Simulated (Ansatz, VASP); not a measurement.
## KI: VASP beside Ansatz

POSCAR

```
KI
1.0
    4.2873415341      0.0169978925      0.0169978925
    0.0169978925      4.2873415341      0.0169978925
    0.0169978925      0.0169978925      4.2873415341
K I
1 1
Direct
    0.0000000000      0.0000000000      0.0000000000
    0.5000000000      0.5000000000      0.5000000000
```

INCAR.step1

```
SYSTEM = KI
PREC = Accurate
ENCUT = 520
ISMEAR = 0
SIGMA = 0.01
LREAL = .False.
LASPH = .True.
NELM = 60
NBANDS = 15
GGA = PE
ALGO = Normal
EDIFF = 1E-4
LWAVE = .True.
LCHARG = .False.
```

Contents of INCAR.step2:

```
SYSTEM = KI
PREC = Accurate
ENCUT = 520
EDIFF = 1E-6
ISMEAR = 0
SIGMA = 0.01
LREAL = .False.
LASPH = .True.
NELM = 60
ALGO = Normal
ISIF = 2
LWAVE = .False.
LCHARG = .False.
METAGGA = R2SCAN
LMIXTAU = .True.
NBANDS = 15
ISTART = 1
```

Contents of KPOINTS:

```
regular mesh
0
Gamma
  6 6 6
  0 0 0
```

Input for Ansatz:

```yaml
crystal:
  lattice:
    - [4.2873415341, 0.0169978925, 0.0169978925]
    - [0.0169978925, 4.2873415341, 0.0169978925]
    - [0.0169978925, 0.0169978925, 4.2873415341]
  atoms:
    - { symbol: K, position: [0.0, 0.0, 0.0] }
    - { symbol: I, position: [0.5, 0.5, 0.5] }
kpoints:
  mp_grid: { grid: [6, 6, 6] }
  band_path:
    path:
      - [0.0, 0.0, 0.0]
      - [0.0, 0.5, 0.0]
      - [0.5, 0.5, 0.0]
      - [0.5, 0.5, 0.5]
      - [0.0, 0.5, 0.5]
    npoints: 1
hamiltonian:
  xc: r2scan
scf:
  occupations: { method: fixed }
  n_extra_bands: 4
output:
  forces: true
  stress: true
  eigenvalues: true
```

Change from the starting cell: epitaxial_111 strain -0.5%.

Alike in both runs: task single point; functional r2SCAN; k mesh 6 × 6 × 6; no spin polarisation.

|  | VASP | Ansatz |
| --- | --- | --- |
| version | VASP 6.6.1 | Ansatz 0.2.0 |
| potentials or method | VASP PAW PBE potentials, release 64 (K_sv, I) | plane waves, PAW |
| plane-wave cutoff (eV) | 520 | 500 |
| occupations | gaussian, width 0.01 eV | fixed |
| valence electrons in the cell | 16 | 26 |

|  | VASP | Ansatz | Ansatz less VASP |
| --- | --- | --- | --- |
| gap on the k mesh at the Fermi level (eV) | 4.05 | 4.05 | +0.002 |
| pressure (GPa) | 0.1 | 0.1 | +0.01 |

VASP's potentials were made for PBE, not for r2SCAN. VASP's potentials hold 16 valence electrons a cell and Ansatz's 26, so a difference there can come from the potentials and not from the codes.

Spin-orbit coupling is off throughout.
